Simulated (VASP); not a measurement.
# Na (P6_3/mmc) in VASP: further runs

Na is run at these levels: PBEsol; tasks: single point.

All numbers are computed with VASP 6.6.1; they aren't measurements. Logs are shortened: lines on timing, memory, paths and dates and some standing lists are left out, and cuts for length are marked.

### Step 1. The cell of the first run

Symmetry: P6_3/mmc, No. 194, hexagonal system. Conventional cell: a = 3.842 Å, b = 3.842 Å, c = 6.154 Å, α = 90.00°, β = 90.00°, γ = 120.00°. Within 5.0 Å of Na (site symmetry -6m2) lie 12 Na at 3.79 to 3.84 Å.

### Step 2. Single point, PBEsol (equal xx and yy strain of +2 %)

INCAR

```
SYSTEM = Na
PREC = Accurate
ENCUT = 520
EDIFF = 1E-6
ISMEAR = -1
SIGMA = 0.05
LREAL = .FALSE.
LASPH = .TRUE.
NELM = 60
ALGO = Normal
ISIF = 2
LWAVE = .FALSE.
LCHARG = .FALSE.
GGA = PS
NBANDS = 14
```

KPOINTS

```
Automatic mesh
0
G
  13 13 7
  0 0 0
```

POSCAR

```
Na
1.0
    3.8423410176      0.0000000000      0.0000000000
   -1.9211705088      3.3275649312      0.0000000000
    0.0000000000      0.0000000000      6.1540000000
Na
2
Direct
    0.3333333333      0.6666666667      0.2500000000
    0.6666666667      0.3333333333      0.7500000000
```

Potentials or basis: VASP PAW PBE potentials, release 64 (Na_pv).

Started as:

```bash
> cat potpaw_PBE.64/Na_pv/POTCAR > POTCAR
> mpirun -np 1 vasp_std > vasp.out
```

OUTCAR:

```text
SYSTEM = Na
   PREC = Accurate
   ENCUT = 520
   EDIFF = 1E-6
   ISMEAR = -1
   LREAL = .FALSE.
   LASPH = .TRUE.
   NELM = 60
   ISIF = 2
   GGA = PS

 ion  position               nearest neighbor table
   1  0.333  0.667  0.250-
   2  0.667  0.333  0.750-

  LATTYP: Found a hexagonal cell.
 ALAT       =     3.8423410176
 C/A-ratio  =     1.6016277503

  Lattice vectors:

 A1 = (   3.8423410176,   0.0000000000,   0.0000000000)
 A2 = (  -1.9211705088,   3.3275649312,   0.0000000000)
 A3 = (   0.0000000000,   0.0000000000,   6.1540000000)

Analysis of symmetry for initial positions (statically):
=====================================================================
 Subroutine PRICEL returns:
 Original cell was already a primitive cell.

 Routine SETGRP: Setting up the symmetry group for a
 hexagonal supercell.

 Subroutine GETGRP returns: Found 24 space group operations
 (whereof 12 operations were pure point group operations)
 out of a pool of 24 trial point group operations.

The static configuration has the point symmetry D_3d.
 The point group associated with its full space group is D_6h.

Analysis of symmetry for dynamics (positions and initial velocities):
=====================================================================
 Subroutine PRICEL returns:
 Original cell was already a primitive cell.

 Routine SETGRP: Setting up the symmetry group for a
 hexagonal supercell.

 Subroutine GETGRP returns: Found 24 space group operations
 (whereof 12 operations were pure point group operations)
 out of a pool of 24 trial point group operations.

The dynamic configuration has the point symmetry D_3d.
 The point group associated with its full space group is D_6h.

 Subroutine INISYM returns: Found 24 space group operations
 (whereof 12 operations are pure point group operations),
 and found     1 'primitive' translations

----------------------------------------------------------------------------------------

                                     Primitive cell

  volume of cell :      78.6828

  direct lattice vectors                    reciprocal lattice vectors
     3.842341018  0.000000000  0.000000000     0.260258003  0.150260028  0.000000000
    -1.921170509  3.327564931  0.000000000     0.000000000  0.300520056  0.000000000
     0.000000000  0.000000000  6.154000000     0.000000000  0.000000000  0.162495938

  length of vectors
     3.842341018  3.842341018  6.154000000     0.300520056  0.300520056  0.162495938

  position of ions in fractional coordinates (direct lattice)
     0.333333333  0.666666667  0.250000000
     0.666666667  0.333333333  0.750000000

  ion indices of the primitive-cell ions
   primitive index   ion index
                 1           1
                 2           2

----------------------------------------------------------------------------------------

 KPOINTS: Automatic mesh

Automatic generation of k-mesh.
 Grid dimensions read from file:
 generate k-points for:   13   13    7

 Generating k-lattice:

  Cartesian coordinates                     Fractional coordinates (reciprocal lattice)
     0.020019846  0.011558464  0.000000000     0.076923077 -0.000000000  0.000000000
     0.000000000  0.023116927  0.000000000     0.000000000  0.076923077  0.000000000
     0.000000000  0.000000000  0.023213705     0.000000000  0.000000000  0.142857143

  Length of vectors
     0.023116927  0.023116927  0.023213705

  Shift w.r.t. Gamma in fractional coordinates (k-lattice)
     0.000000000  0.000000000  0.000000000

 Subroutine IBZKPT returns following result:
 ===========================================

 Found     84 irreducible k-points:

 Following reciprocal coordinates:
            Coordinates               Weight
  0.000000  0.000000  0.000000      1.000000
  0.076923  0.000000  0.000000      6.000000
  0.153846  0.000000  0.000000      6.000000
  0.230769  0.000000  0.000000      6.000000
  0.307692  0.000000  0.000000      6.000000
  0.384615  0.000000  0.000000      6.000000
[... 16 lines left out ...]
  0.076923  0.000000  0.142857     12.000000
  0.153846  0.000000  0.142857     12.000000
 [... further k-points ...]
   k-points           NKPTS =     84   k-points in BZ     NKDIM =     84   number of bands    NBANDS=     14
   number of dos      NEDOS =    301   number of ions     NIONS =      2
   total plane-waves  NPLWV =  43200
   dimension x,y,z NGX =    30 NGY =   30 NGZ =   48
   dimension x,y,z NGXF=    60 NGYF=   60 NGZF=   96
   ions per type =               2
   NGX,Y,Z   is equivalent  to a cutoff of  12.98, 12.98, 12.97 a.u.
   NGXF,Y,Z  is equivalent  to a cutoff of  25.96, 25.96, 25.93 a.u.
 SYSTEM =  Na
   PREC   = accura    normal or accurate (medium, high low for compatibility)
   ISTART =      0    job   : 0-new  1-cont  2-samecut
   ICHARG =      2    charge: 1-file 2-atom 10-const
   ISPIN  =      1    spin polarized calculation?
   LNONCOLLINEAR =      F non collinear calculations
   LSORBIT =      F    spin-orbit coupling
   LASPH  =      T    aspherical Exc in radial PAW
   ENCUT  =  520.0 eV  38.22 Ry    6.18 a.u.   7.14  7.14 11.44*2*pi/ulx,y,z
   NELM   =     60;   NELMIN=  2; NELMDL= -5     # of ELM steps
   EDIFF  = 0.1E-05   stopping-criterion for ELM
   LREAL  =      F    real-space projection
[... 7 lines left out ...]
   TEBEG  =    0.0;   TEEND  =   0.0 temperature during run
   PSTRESS=    0.0 pullay stress
   NELECT =      14.0000    total number of electrons
   NUPDOWN=      -1.0000    fix difference up-down
   EMIN   =  10.00;   EMAX   =-10.00  energy-range for DOS
   EFERMI =   0.00;   METHOD = LEGACY
   ISMEAR =    -1;   SIGMA  =   0.05  broadening in eV -4-tet -1-fermi 0-gaus
   EFERMI_NEDOS =   21; number of points for ismear=-14 and -15
   IALGO  =     38    algorithm
   IMIX   =      4    mixing-type and parameters
     AMIX     =   0.40;   BMIX     =  1.00
     AMIX_MAG =   1.60;   BMIX_MAG =  1.00
  volume/ion in A,a.u.               =      39.34       265.49
  Fermi-wavevector in a.u.,A,eV,Ry     =   0.920784  1.740029 11.535594  0.847842
  Thomas-Fermi vector in A             =   2.046127
   LORBIT       =      0    0 simple, 1 ext, 2 COOP (PROOUT), +10 PAW based schemes
   GGA     = PS    functional components
   LHFCALC =     F    Hartree Fock is set to
   AEXX    =    0.0000 exact exchange contribution
   IVDW    =     0    specifies the selected vdW correction
   LEPSILON=     F    determine dielectric tensor
   LRPA    =     F    only Hartree local field effects (RPA)
 non-spin polarized calculation
  energy-cutoff  :      520.00
  volume of cell :       78.68
 maximum number of plane-waves:      2138
 NGX is ok and might be reduce to    30
   NGX = 15   NGY = 15   NGZ = 23

 number of electron      13.9999995 magnetization

 Free energy of the ion-electron system (eV)
  ---------------------------------------------------
  ext. energy  EPLUGINS =         0.00000000
  ---------------------------------------------------
  free energy    TOTEN  =        -2.79073809 eV

  energy without entropy =       -2.78215343  energy(sigma->0) =       -2.78644576

 E-fermi :   0.1345     XC(G=0):  -6.3462

 val. band max:        0.1302814172   @ k =   0.3846   0.1538   0.0000
 cond. band min:       0.1509293325   @ k =   0.0769   0.0769   0.1429
 fundamental gap:      0.0206479153
 Fermi energy:         0.1344889725

 k-point     1 :       0.0000    0.0000    0.0000
  band No.  band energies     occupation
      1     -24.7183      2.00000
      2     -24.6927      2.00000
      3     -24.6927      2.00000
      4     -24.6883      2.00000
      5     -24.6882      2.00000
      6     -24.6882      2.00000
      7      -3.0128      2.00000
      8       0.7667      0.00001
      9       1.1669      0.00000
     10       9.6386      0.00000
     11       9.6386      0.00000
     12       9.9136      0.00000
     13       9.9136      0.00000
     14      10.2639      0.00000

 k-point     2 :       0.0769    0.0000    0.0000
  band No.  band energies     occupation
      1     -24.7177      2.00000
      2     -24.6938      2.00000
      3     -24.6931      2.00000
      4     -24.6894      2.00000
      5     -24.6885      2.00000
      6     -24.6884      2.00000
      7      -2.9298      2.00000
      8       0.8409      0.00000
      9       1.2476      0.00000
     10       8.1683      0.00000
     11       8.9402      0.00000
     12       9.4019      0.00000
     13      10.7183      0.00000
     14      11.1287      0.00000

 k-point     3 :       0.1538    0.0000    0.0000
  band No.  band energies     occupation
      1     -24.7162      2.00000
      2     -24.6970      2.00000
      3     -24.6941      2.00000
      4     -24.6926      2.00000
      5     -24.6892      2.00000
      6     -24.6889      2.00000
      7      -2.6818      2.00000
      8       1.0636      0.00000
      9       1.4868      0.00000
     10       6.4978      0.00000
     11       8.2531      0.00000
     12       8.5577      0.00000
     13       9.8603      0.00000
     14      10.7729      0.00000

 k-point     4 :       0.2308    0.0000    0.0000
  band No.  band energies     occupation
      1     -24.7138      2.00000
      2     -24.7015      2.00000
      3     -24.6972      2.00000
      4     -24.6955      2.00000
      5     -24.6904      2.00000
      6     -24.6897      2.00000
      7      -2.2710      2.00000
      8       1.4354      0.00000
      9       1.8727      0.00000
     10       4.9443      0.00000
     11       7.7008      0.00000
     12       7.7297      0.00000
     13       8.2855      0.00000
     14       9.6473      0.00000

 k-point     5 :       0.3077    0.0000    0.0000
  band No.  band energies     occupation
      1     -24.7109      2.00000
      2     -24.7063      2.00000
      3     -24.7019      2.00000
      4     -24.6970      2.00000
      5     -24.6921      2.00000
      6     -24.6905      2.00000
      7      -1.7009      2.00000
      8       1.9573      0.00000
      9       2.3381      0.00000
     10       3.5900      0.00000
     11       6.8505      0.00000
[... 276 lines left out ...]
 k-point    22 :       0.0000    0.0000    0.1429
  band No.  band energies     occupation
      1     -24.7168      2.00000
      2     -24.6925      2.00000
      3     -24.6925      2.00000
      4     -24.6898      2.00000
      5     -24.6884      2.00000
      6     -24.6884      2.00000
      7      -2.9291      2.00000
      8      -0.0837      1.97485
      9       2.1600      0.00000
     10       9.7040      0.00000
     11       9.7040      0.00000
     12       9.7414      0.00000
     13       9.9658      0.00000
     14       9.9658      0.00000

 k-point    23 :       0.0769    0.0000    0.1429
  band No.  band energies     occupation
      1     -24.7163      2.00000
      2     -24.6936      2.00000
      3     -24.6928      2.00000
      4     -24.6907      2.00000
      5     -24.6889      2.00000
      6     -24.6886      2.00000
      7      -2.8463      2.00000
      8      -0.0054      1.88501
      9       2.2360      0.00000
     10       8.2306      0.00000
     11       9.0080      0.00000
     12       9.4005      0.00000
     13      10.0296      0.00000
     14      10.7043      0.00000

 k-point    24 :       0.1538    0.0000    0.1429
  band No.  band energies     occupation
      1     -24.7150      2.00000
      2     -24.6966      2.00000
      3     -24.6938      2.00000
      4     -24.6937      2.00000
      5     -24.6897      2.00000
      6     -24.6892      2.00000
      7      -2.5987      2.00000
      8       0.2289      0.26298
      9       2.4618      0.00000
     10       6.5703      0.00000
     11       8.3225      0.00000
     12       8.4884      0.00000
     13       9.3702      0.00000
     14      10.5045      0.00000

 [... further k-points ...]
[... 5 lines left out ...]
  --------------------------------------------------------------------------------------
  -------------------------------------------------------------------------------------
  Total       -0.2835123     -0.2835123     -0.1643711      0.0000000      0.0000000      0.0000000
  in kB       -5.7730126     -5.7730126     -3.3470021      0.0000000      0.0000000      0.0000000
  external PRESSURE =      -4.9643424 kB  Pullay stress =       0.0000000 kB

 VOLUME and BASIS-vectors are now :
 -----------------------------------------------------------------------------
  energy-cutoff  :      520.00
  volume of cell :       78.68
      direct lattice vectors                 reciprocal lattice vectors
     3.842341018  0.000000000  0.000000000     0.260258003  0.150260028  0.000000000
    -1.921170509  3.327564931  0.000000000     0.000000000  0.300520056  0.000000000
     0.000000000  0.000000000  6.154000000     0.000000000  0.000000000  0.162495938

 POSITION                                       TOTAL-FORCE (eV/Angst)
 -----------------------------------------------------------------------------------
     -0.00000      2.21838      1.53850        -0.000000      0.000000      0.000000
      1.92117      1.10919      4.61550         0.000000     -0.000000      0.000000
 -----------------------------------------------------------------------------------
    total drift:                                0.000000     -0.000000      0.000000

  FREE ENERGIE OF THE ION-ELECTRON SYSTEM (eV)
  ---------------------------------------------------
  free  energy   TOTEN  =        -2.7907380950 eV

  energy  without entropy=       -2.7821534282  energy(sigma->0) =       -2.78644576
```

Wall time 82 s (1 thread of Intel Xeon Platinum 8488C (Sapphire Rapids), shared host); peak memory 0.22 GiB.

What came out:

| Property | Result |
| --- | --- |
| Free energy | -2.7907 eV |
| Pressure | -0.5 GPa |
| Band gap on the k mesh | zero (band 7 reaches 1.50 eV, above the bottom of band 8 at -1.69 eV) |

Stress tensor (GPa, compression positive):
```
-0.58  0.00  0.00
 0.00 -0.58  0.00
 0.00  0.00 -0.33
```

Caveat: the cell differs from its parent crystal (equal xx and yy strain of +2 %); the PAW data sets were made with another functional, which shifts forces and pressure a little.

### Step 3. Single point, PBEsol (equal xx and yy strain of +3 %)

INCAR

```
PREC = Accurate ; ENCUT = 520
EDIFF = 1E-7 ; ISMEAR = -1
SIGMA = 0.05 ; LREAL = F
LASPH = T ; NELM = 60
ALGO = Normal ; ISIF = 2
LWAVE = F ; LCHARG = F
GGA = PS ; NBANDS = 14
```

KPOINTS

```
Automatic mesh
0
Gamma
  13 13 7
```

POSCAR

```
Na
1.0
    3.8800110275      0.0000000000      0.0000000000
   -1.9400055138      3.3601881168      0.0000000000
    0.0000000000      0.0000000000      6.1540000000
Na
2
Direct
    0.3333333333      0.6666666667      0.2500000000
    0.6666666667      0.3333333333      0.7500000000
```

Potentials or basis: VASP PAW PBE potentials, release 64 (Na_pv).

Started as:

```bash
> cat potpaw_PBE.64/Na_pv/POTCAR > POTCAR
> mpirun -np 1 vasp_std > vasp.out
```

OUTCAR:

```text
PREC = Accurate
   ENCUT = 520
   EDIFF = 1E-7
   ISMEAR = -1
   LREAL = F
   LASPH = T
   NELM = 60
   ISIF = 2
   GGA = PS

 ion  position               nearest neighbor table
   1  0.333  0.667  0.250-
   2  0.667  0.333  0.750-

  LATTYP: Found a hexagonal cell.
 ALAT       =     3.8800110275
 C/A-ratio  =     1.5860779664

  Lattice vectors:

 A1 = (   3.8800110275,   0.0000000000,   0.0000000000)
 A2 = (  -1.9400055138,   3.3601881168,   0.0000000000)
 A3 = (   0.0000000000,   0.0000000000,   6.1540000000)

Analysis of symmetry for initial positions (statically):
=====================================================================
 Subroutine PRICEL returns:
 Original cell was already a primitive cell.

 Routine SETGRP: Setting up the symmetry group for a
 hexagonal supercell.

 Subroutine GETGRP returns: Found 24 space group operations
 (whereof 12 operations were pure point group operations)
 out of a pool of 24 trial point group operations.

The static configuration has the point symmetry D_3d.
[... 175 lines left out ...]
      4     -24.7561      2.00000
      5     -24.7557      2.00000
      6     -24.7557      2.00000
      7      -3.0242      2.00000
      8       0.7557      0.00000
      9       1.1538      0.00000
     10       9.4080      0.00000
     11       9.4080      0.00000
     12       9.6494      0.00000
     13       9.6495      0.00000
     14      10.0793      0.00000
[... 377 lines left out ...]
      1     -24.7816      2.00000
      2     -24.7636      2.00000
      3     -24.7612      2.00000
      4     -24.7609      2.00000
      5     -24.7573      2.00000
      6     -24.7566      2.00000
      7      -2.6167      2.00000
      8       0.2110      0.14525
      9       2.4440      0.00000
     10       6.3867      0.00000
     11       8.0963      0.00000
     12       8.2974      0.00000
     13       9.1979      0.00000
     14      10.4451      0.00000

 [... further k-points ...]

------------------------ aborting loop because EDIFF is reached ----------------------------------------

  FORCE on cell =-STRESS in cart. coord.  units (eV):
  Direction    XX          YY          ZZ          XY          YZ          ZX
  --------------------------------------------------------------------------------------
  -------------------------------------------------------------------------------------
  Total       -0.3678435     -0.3678435     -0.2243003      0.0000000     -0.0000000      0.0000000
  in kB       -7.3454706     -7.3454706     -4.4790545      0.0000000     -0.0000000      0.0000000
  external PRESSURE =      -6.3899986 kB  Pullay stress =       0.0000000 kB

 VOLUME and BASIS-vectors are now :
 -----------------------------------------------------------------------------
  energy-cutoff  :      520.00
  volume of cell :       80.23
      direct lattice vectors                 reciprocal lattice vectors
     3.880011028  0.000000000  0.000000000     0.257731226  0.148801193  0.000000000
    -1.940005514  3.360188117  0.000000000     0.000000000  0.297602386  0.000000000
     0.000000000  0.000000000  6.154000000     0.000000000  0.000000000  0.162495938

 POSITION                                       TOTAL-FORCE (eV/Angst)
 -----------------------------------------------------------------------------------
     -0.00000      2.24013      1.53850         0.000000     -0.000000      0.000000
      1.94001      1.12006      4.61550        -0.000000      0.000000     -0.000000
 -----------------------------------------------------------------------------------
    total drift:                               -0.000000      0.000000      0.000000

  FREE ENERGIE OF THE ION-ELECTRON SYSTEM (eV)
  ---------------------------------------------------
  free  energy   TOTEN  =        -2.7843090517 eV

  energy  without entropy=       -2.7754272680  energy(sigma->0) =       -2.77986816
```

stdout:

```text
POSCAR found type information on POSCAR Na
 POSCAR found :  1 types and       2 ions
 scaLAPACK will be used
 -----------------------------------------------------------------------------
|                                                                             |
|                                                                             |
|     You enforced a specific xc type in the INCAR file but a different       |
|     I HOPE YOU KNOW WHAT YOU ARE DOING!                                     |
|                                                                             |
 -----------------------------------------------------------------------------

 LDA part: xc-table for (Slater+PW92), standard interpolation
 POSCAR, INCAR and KPOINTS ok, starting setup
 FFT: planning ... GRIDC
 FFT: planning ... GRID_SOFT
 FFT: planning ... GRID
 WAVECAR not read
 entering main loop
```

It took 93 s on 1 thread of Intel Xeon Platinum 8488C (Sapphire Rapids), shared host; peak memory 0.22 GiB.

What came out:

- Free energy: -2.7843 eV
- Pressure: -0.6 GPa
- Band gap on the k mesh: zero (band 7 reaches 1.43 eV, above the bottom of band 8 at -1.70 eV)

Levels at points of the mesh, in eV from the Fermi level:
```tsv
k point	band 4	band 5	band 6	band 7	band 8	band 9	band 10	band 11
(0.00, 0.00, 0.00)	-24.84	-24.84	-24.84	-3.11	0.67	1.07	9.32	9.32
```

Caveat: the cell differs from its parent crystal (equal xx and yy strain of +3 %); the PAW data sets were made with another functional, which shifts forces and pressure a little.
